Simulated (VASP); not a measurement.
Runs of VASP 6.6.1 on SiC. The structure is that of space group I-4m2 (No. 119), or close to it. The cells are those of the table. 

| cell | gap on the mesh (eV) | pressure (GPa) |
| --- | --- | --- |
| a = 3.141, b = 3.141, c = 3.320 Å, angles 58.1, 58.1, 63.8°, 2 atoms | 0.74 | -20.5 |
| a = 3.019, b = 3.019, c = 3.197 Å, angles 58.0, 58.0, 64.0°, 2 atoms | 0.56 | 1.1 |
| a = 2.954, b = 2.954, c = 3.075 Å, angles 58.6, 58.6, 62.7°, 2 atoms | (c) | 23.0 |
| a = 3.084, b = 3.084, c = 2.829 Å, angles 62.7, 62.7, 54.6°, 2 atoms | 0.63 | 23.8 |
| a = 3.019, b = 3.019, c = 2.829 Å, angles 62.1, 62.1, 55.9°, 2 atoms | (a) | (b) |

Alike in all rows: task single point; level r2SCAN; potentials or basis VASP PAW PBE potentials, release 64 (Si, C); no spin polarisation; k mesh 12 × 12 × 12; cutoff (eV) 520; smearing gaussian 0.05 eV.

Q: Fill in the values left out.

A: (a) 0.84; (b) 37.3; (c) 0.79.

Caveats: the PAW data sets were made with another functional, which shifts forces and pressure a little.

A k mesh can miss the band edges.
